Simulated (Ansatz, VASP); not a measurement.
**Te: VASP beside Ansatz**

The input INCAR:

```
PREC     = Accurate       # precision mode
ENCUT    = 600            # plane-wave cutoff, eV
EDIFF    = 1E-6           # SCF threshold, eV
ISMEAR   = -1             # smearing method
SIGMA    = 0.05           # smearing width, eV
LREAL    = False          # projectors in reciprocal space
LASPH    = True           # aspherical terms in the spheres
NELM     = 60             # most SCF steps
ALGO     = Normal         # electronic algorithm
ISIF     = 3              # what is computed and relaxed
LWAVE    = False          # write WAVECAR
LCHARG   = False          # write CHGCAR
GGA      = PE             # functional
IBRION   = 2              # ionic algorithm
NSW      = 60             # ionic steps
EDIFFG   = -0.005         # ionic threshold
```

KPOINTS

```
regular mesh
0
Gamma
  14 14 8
```

Contents of POSCAR:

```
Te
1.0
    3.4577541861      0.0000000000      0.0000000000
   -1.7288770931      2.9945029652      0.0000000000
    0.0000000000      0.0000000000      5.6015617816
Te
2
Direct
    0.3333333333      0.6666666667      0.2500000000
    0.6666666667      0.3333333333      0.7500000000
```

Input for Ansatz:

```yaml
crystal:
  lattice:
    - [3.4577541861, 0.0, 0.0]
    - [-1.7288770931, 2.9945029652, 0.0]
    - [0.0, 0.0, 5.6015617816]
  atoms:
    - { symbol: Te, position: [0.3333333333, 0.6666666667, 0.25] }
    - { symbol: Te, position: [0.6666666667, 0.3333333333, 0.75] }
kpoints:
  mp_grid: { grid: [14, 14, 8] }
scf:
  occupations: { method: fermi_dirac, width: 0.05 }
hamiltonian:
  xc: pbe
  pseudopotentials: { kind: paw }
output:
  forces: true
  stress: true
relax:
  f_tol: 0.005
  max_steps: 40
  cell: {}
```

Alike in both runs: task relaxation of cell and atoms; functional PBE; k mesh 14 × 14 × 8; occupations fermi-dirac, width 0.05 eV; no spin polarisation.

|  | VASP | Ansatz |
| --- | --- | --- |
| version | VASP 6.6.1 | Ansatz 0.2.0 |
| potentials or method | VASP PAW PBE potentials, release 64 (Te) | PAW with Ansatz's default frozen-core files, scalar-relativistic |
| plane-wave cutoff (eV) | 600 | 420 |
| valence electrons in the cell | 12 | 32 |

VASP gave:

| Item | Value |
| --- | --- |
| relaxed volume (Å³/atom) | 31.40 |
| relaxed cell length with the largest relative difference (Å) | 4.396 |

Q: Estimate Ansatz's values.

A: Relaxed volume (Å³/atom): 31.42; relaxed cell length with the largest relative difference (Å): 4.397.

VASP's potentials hold 12 valence electrons a cell and Ansatz's 32, so a difference there can come from the potentials and not from the codes.

Spin-orbit coupling is off throughout.
